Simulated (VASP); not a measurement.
# C in VASP: notebook, part 2 of 2

VASP 6.6.1. Earlier steps stand in the parts before.

### 3 Single point, PBE

Contents of INCAR:

```
  PREC = Accurate
  ENCUT = 520
  EDIFF = 1E-7
  ISMEAR = -1
  SIGMA = 0.02
  LREAL = Auto
  LASPH = True
  NELM = 80
  ALGO = Normal
  ISIF = 2
  LWAVE = False
  LCHARG = False
  GGA = PE
  NBANDS = 51
```

Contents of KPOINTS:

```
Automatic mesh
0
Gamma
  2 2 1
```

Contents of POSCAR:

```
C
1.0
    7.3980000000      0.0000000000      0.0000000000
   -3.6990000000      6.4068560000      0.0000000000
    0.0000000000      0.0000000000     13.0000000000
C
18
Direct
    0.0070259026     -0.0194166999      0.0670615385
    0.2218015310      0.0896695665      0.0718000000
   -0.0041544523      0.3063437043      0.0809846154
    0.2154735093      0.4187545342      0.0729384615
   -0.0048502576      0.6360686115      0.0784615385
    0.2155931467      0.7519756960      0.0715846154
    0.3254923121     -0.0295776899      0.0655923077
    0.5413086632      0.0862669615      0.0797769231
    0.3312406056      0.3171446338      0.0776692308
    0.5593964276      0.4213611169      0.0726000000
    0.3303378792      0.6370207166      0.0761384615
    0.5540407411      0.7480111930      0.0767538462
    0.6646454721     -0.0221013240      0.0856538462
    0.8849791466      0.0810694044      0.0848076923
    0.6595219099      0.3136639875      0.0769230769
    0.8835752369      0.4191915660      0.0915846154
    0.6714433744      0.6448872895      0.0615384615
    0.8957408415      0.7554719507      0.0608692308
```

Potentials or basis: VASP PAW PBE potentials, release 64 (C).

On the command line:

```console
$ cat potpaw_PBE.64/C/POTCAR > POTCAR
$ mpirun -np 1 vasp_std > vasp.out
```

OUTCAR:

```text
PREC = Accurate
   ENCUT = 520
   EDIFF = 1E-7
   ISMEAR = -1
   LREAL = Auto
   LASPH = True
   NELM = 80
   ISIF = 2
   GGA = PE

 ion  position               nearest neighbor table
   1  0.007  0.981  0.067-   2 1.38  18 1.44  14 1.45
   2  0.222  0.090  0.072-   1 1.38   7 1.43   9 1.46
   3  0.996  0.306  0.081-   4 1.41  14 1.44  16 1.45
   4  0.215  0.419  0.073-   9 1.40  11 1.40   3 1.41
   5  0.995  0.636  0.078-  16 1.40   6 1.42  18 1.42
   6  0.216  0.752  0.072-   7 1.40   5 1.42  11 1.47
[... 10 lines left out ...]
  17  0.671  0.645  0.062-  12 1.43  18 1.44  10 1.44
  18  0.896  0.755  0.061-   5 1.42  17 1.44   1 1.44

  LATTYP: Found a hexagonal cell.
 ALAT       =     7.3980000000
 C/A-ratio  =     1.7572316842

  Lattice vectors:

 A1 = (   7.3980000000,   0.0000000000,   0.0000000000)
 A2 = (  -3.6990000000,   6.4068560000,   0.0000000000)
 A3 = (   0.0000000000,   0.0000000000,  13.0000000000)

[... 184 lines left out ...]

 E-fermi :  -1.9515     XC(G=0):  -3.3235

 val. band max:       -1.9688755382   @ k =   0.0000   0.0000   0.0000
 cond. band min:      -1.9324590477   @ k =   0.0000   0.0000   0.0000
 fundamental gap:      0.0364164905
 Fermi energy:        -1.9514881856

 k-point     1 :       0.0000    0.0000    0.0000
  band No.  band energies     occupation
      1     -21.4489      2.00000
      2     -19.0974      2.00000
      3     -19.0528      2.00000
      4     -18.9092      2.00000
      5     -18.7738      2.00000
      6     -18.6670      2.00000
[... 193 lines left out ...]
     47       3.7831      0.00000
     48       3.9552      0.00000
 [bands above 48 left out]

------------------------ aborting loop because EDIFF is reached ----------------------------------------

  FORCE on cell =-STRESS in cart. coord.  units (eV):
  Direction    XX          YY          ZZ          XY          YZ          ZX
  --------------------------------------------------------------------------------------
  -------------------------------------------------------------------------------------
  Total       -1.6538403      2.9935852     -1.3313279     -2.2184001     -0.3529220      0.6168283
  in kB       -4.3003274      7.7839415     -3.4617283     -5.7682998     -0.9176704      1.6038815
  external PRESSURE =       0.0072953 kB  Pullay stress =       0.0000000 kB

 VOLUME and BASIS-vectors are now :
 -----------------------------------------------------------------------------
  energy-cutoff  :      520.00
  volume of cell :      616.17
      direct lattice vectors                 reciprocal lattice vectors
     7.398000000  0.000000000  0.000000000     0.135171668  0.078041398  0.000000000
    -3.699000000  6.406856000  0.000000000     0.000000000  0.156082796  0.000000000
     0.000000000  0.000000000 13.000000000     0.000000000  0.000000000  0.076923077

 POSITION                                       TOTAL-FORCE (eV/Angst)
 -----------------------------------------------------------------------------------
     -3.57520      6.28246      0.87180        -1.804954     -1.109759      0.692357
      1.30920      0.57450      0.93340        -0.035344      0.974111     -0.389032
      6.23410      1.96270      1.05280        -0.728871     -0.154204      0.866360
      0.04510      2.68290      0.94820         0.117397     -0.444221      0.809262
      5.00930      4.07520      1.02000         0.182570      1.831372     -0.858286
     -1.18660      4.81780      0.93060         1.878981     -1.824692      0.566141
[... 10 lines left out ...]
      2.58190      4.13170      0.80000         0.410486      0.264430      1.243166
      3.83220      4.84020      0.79130        -1.740981     -0.765959      0.884145
 -----------------------------------------------------------------------------------
    total drift:                                0.007059     -0.022515     -0.000897

  FREE ENERGIE OF THE ION-ELECTRON SYSTEM (eV)
  ---------------------------------------------------
  free  energy   TOTEN  =      -164.2528800071 eV

  energy  without entropy=     -164.2395473977  energy(sigma->0) =     -164.24621370
```

OSZICAR:

```text
N       E                     dE             d eps       ncg     rms          rms(c)
DAV:   1     0.594857063527E+03    0.59486E+03   -0.28282E+04   424   0.110E+03
DAV:   2    -0.791795177597E+02   -0.67404E+03   -0.65044E+03   616   0.266E+02
DAV:   3    -0.172672673548E+03   -0.93493E+02   -0.93097E+02   472   0.104E+02
[... 18 lines left out ...]
DAV:  22    -0.164252875157E+03   -0.10282E-04   -0.69843E-07   385   0.189E-03    0.434E-04
DAV:  23    -0.164252879558E+03   -0.44010E-05   -0.24734E-07   374   0.112E-03    0.193E-04
DAV:  24    -0.164252879798E+03   -0.23981E-06   -0.65745E-09   392   0.305E-04    0.587E-05
DAV:  25    -0.164252879996E+03   -0.19840E-06   -0.46725E-09   286   0.222E-04    0.555E-05
DAV:  26    -0.164252880007E+03   -0.11118E-07    0.95388E-10   304   0.113E-04
   1 F= -.16425288E+03 E0= -.16424621E+03  d E =-.133326E-01
```

Run time: 7 min. Hardware: 1 thread of Intel Xeon 8259CL, shared host; peak memory 0.6 GiB.

Results:

* Free energy: -164.2529 eV
* Largest force: 4.939 eV/Å

Forces on the atoms (eV/Å):
```
C   -1.805 -1.110  0.692
C   -0.035  0.974 -0.389
C   -0.729 -0.154  0.866
C    0.117 -0.444  0.809
C    0.183  1.831 -0.858
C    1.879 -1.825  0.566
C    0.009  1.622  1.034
C    3.162 -0.300 -0.391
C    2.367 -1.949 -0.881
C   -4.497  1.980 -0.501
C   -0.811  2.550 -0.350
C   -0.976  1.409 -0.520
C   -1.023 -1.426 -0.587
C    0.041  1.352 -1.105
C    3.525 -2.520  1.397
C   -0.075 -1.490 -1.910
C    0.410  0.264  1.243
C   -1.741 -0.766  0.884
```

Caveat: the k points lie up to 0.49 Å⁻¹ apart; the atoms stand as in a frame of molecular dynamics.
